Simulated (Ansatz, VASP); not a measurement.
Ta3AsAu2O13: VASP beside Ansatz

Contents of INCAR:

```
SYSTEM = Ta3AsAu2O13
  PREC = Accurate
  ENCUT = 520
  EDIFF = 1E-6
  ISMEAR = -1
  SIGMA = 0.05
  LREAL = Auto
  LASPH = .TRUE.
  NELM = 100
  ALGO = Normal
  ISIF = 2
  LWAVE = .FALSE.
  LCHARG = .FALSE.
  GGA = RP
  NBANDS = 84
```

The input KPOINTS:

```
regular mesh
0
G
  4 4 4
  0 0 0
```

Contents of POSCAR:

```
Ta3AsAu2O13
1.0
    5.2423700000      3.0266800000      4.1427300000
   -5.2423700000      3.0266800000      4.1427300000
    0.0000000000     -6.0533700000      4.1427300000
Ta As Au O
3 1 2 13
Direct
    0.2310800000      0.5722900000      0.2310800000
    0.2310800000      0.2310800000      0.5722900000
    0.5722900000      0.2310800000      0.2310800000
    0.5587800000      0.5587800000      0.5587800000
    0.9655900000      0.9655900000      0.9655900000
    0.7510500000      0.7510500000      0.7510500000
    0.4088400000      0.6676200000      0.4088400000
    0.4088400000      0.4088400000      0.6676200000
    0.6676200000      0.4088400000      0.4088400000
    0.4972600000      0.0131300000      0.3602400000
    0.3602400000      0.4972600000      0.0131300000
    0.0131300000      0.3602400000      0.4972600000
    0.3602400000      0.0131300000      0.4972600000
    0.0131300000      0.4972600000      0.3602400000
    0.4972600000      0.3602400000      0.0131300000
    0.1096300000      0.7480600000      0.1096300000
    0.1096300000      0.1096300000      0.7480600000
    0.7480600000      0.1096300000      0.1096300000
    0.3084000000      0.3084000000      0.3084000000
```

input.yaml

```yaml
crystal:
  lattice:
    - [5.24237, 3.02668, 4.14273]
    - [-5.24237, 3.02668, 4.14273]
    - [0.0, -6.05337, 4.14273]
  atoms:
    - { symbol: Ta, position: [0.23108, 0.57229, 0.23108] }
    - { symbol: Ta, position: [0.23108, 0.23108, 0.57229] }
    - { symbol: Ta, position: [0.57229, 0.23108, 0.23108] }
    - { symbol: As, position: [0.55878, 0.55878, 0.55878] }
    - { symbol: Au, position: [0.96559, 0.96559, 0.96559] }
    - { symbol: Au, position: [0.75105, 0.75105, 0.75105] }
    - { symbol: O, position: [0.40884, 0.66762, 0.40884] }
    - { symbol: O, position: [0.40884, 0.40884, 0.66762] }
    - { symbol: O, position: [0.66762, 0.40884, 0.40884] }
    - { symbol: O, position: [0.49726, 0.01313, 0.36024] }
    - { symbol: O, position: [0.36024, 0.49726, 0.01313] }
    - { symbol: O, position: [0.01313, 0.36024, 0.49726] }
    - { symbol: O, position: [0.36024, 0.01313, 0.49726] }
    - { symbol: O, position: [0.01313, 0.49726, 0.36024] }
    - { symbol: O, position: [0.49726, 0.36024, 0.01313] }
    - { symbol: O, position: [0.10963, 0.74806, 0.10963] }
    - { symbol: O, position: [0.10963, 0.10963, 0.74806] }
    - { symbol: O, position: [0.74806, 0.10963, 0.10963] }
    - { symbol: O, position: [0.3084, 0.3084, 0.3084] }
hamiltonian:
  xc: rpbe
  pseudopotentials: { kind: paw }
kpoints:
  mp_grid: { grid: [4, 4, 4] }
  band_path:
    path:
      - [0.0, 0.0, 0.0]
      - [0.4894532459, -0.5105467541, 0.4894532459]
      - [0.5, -0.5, 0.5]
      - [0.4789064917, 0.4789064917, 0.4789064917]
      - [0.0, 0.0, 0.0]
      - [0.5, -0.5, 0.0]
      - [0.5105467541, -0.4894532459, -0.4894532459]
      - [0.5210935083, -0.4789064917, -0.4789064917]
      - [0.5, 0.0, 0.0]
      - [0.5, -0.5, 0.5]
    npoints: 10
scf:
  occupations: { method: fermi_dirac, width: 0.05 }
  n_extra_bands: 47
output:
  forces: true
  stress: true
  eigenvalues: true
  fatbands: false
```

Alike in both runs: functional RPBE; k mesh 4 × 4 × 4; occupations fermi-dirac, width 0.05 eV; no spin polarisation.

|  | VASP | Ansatz |
| --- | --- | --- |
| version | VASP 6.6.1 | Ansatz 0.2.0 |
| potentials or method | VASP PAW PBE potentials, release 64 (Ta_pv, As, Au, O) | Ansatz PAW |
| plane-wave cutoff (eV) | 520 | 420 |
| valence electrons in the cell | 138 | 170 |
| task | single point | band structure |

Ansatz gave:

```
gap on the k mesh at the Fermi level (eV)                     : 1.11
least direct gap on the mesh (eV)                             : 1.15
pressure (GPa)                                                : 2.1
traceless stress, the component that is largest in VASP (GPa) : -0.33
rms of the force components (eV/Å)                            : 0.081
```

Question: What did VASP give for the same quantities?

Answer: gap on the k mesh at the Fermi level (eV): 1.09; least direct gap on the mesh (eV): 1.13; pressure (GPa): 2.7; traceless stress, the component that is largest in VASP (GPa): -0.61; rms of the force components (eV/Å): 0.155.

VASP's potentials were made for PBE, not for RPBE. Atom by atom the forces differ by 0.094 eV/Å (rms over components). VASP's potentials hold 138 valence electrons a cell and Ansatz's 170, so a difference there can come from the potentials and not from the codes.

Spin-orbit coupling is off throughout.
